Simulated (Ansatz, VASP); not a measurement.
## One calculation of Sn2Bi2Te, two programs

```
CELL_PARAMETERS angstrom
5.57632 0.00000 0.00000
-2.78816 4.82923 0.00000
0.00000 0.00000 6.41573
ATOMIC_POSITIONS crystal
Sn 0.33333 0.66667 0.06945
Sn 0.66667 0.33333 0.06945
Bi 0.33333 0.66667 0.57748
Bi 0.66667 0.33333 0.57748
Te 0.00000 0.00000 0.10956
```

Alike in both runs: functional PBE; k mesh 12 × 12 × 6; occupations gaussian, width 0.1 eV; no spin polarisation.

Ansatz relaxed the structure, and its values are those at the end. VASP's run is a single point on that final structure, the one shown.

|  | VASP | Ansatz |
| --- | --- | --- |
| version | VASP 6.6.1 | Ansatz 0.2.0 |
| potentials or method | VASP PAW PBE potentials, release 64 (Sn_d, Bi_d, Te), cutoff 520 eV | scalar-relativistic, plane waves, PAW |
| valence electrons in the cell | 64 | 74 |

|  | VASP | Ansatz | Ansatz less VASP |
| --- | --- | --- | --- |
| gap on the k mesh at the Fermi level (eV) | none | none | - |
| pressure (GPa) | 0.0 | 0.0 | +0.05 |

A gap of «none» marks a metal or a gap that the smearing closes. VASP's potentials hold 64 valence electrons a cell and Ansatz's 74, so a difference there can come from the potentials and not from the codes.

Spin-orbit coupling is off throughout.
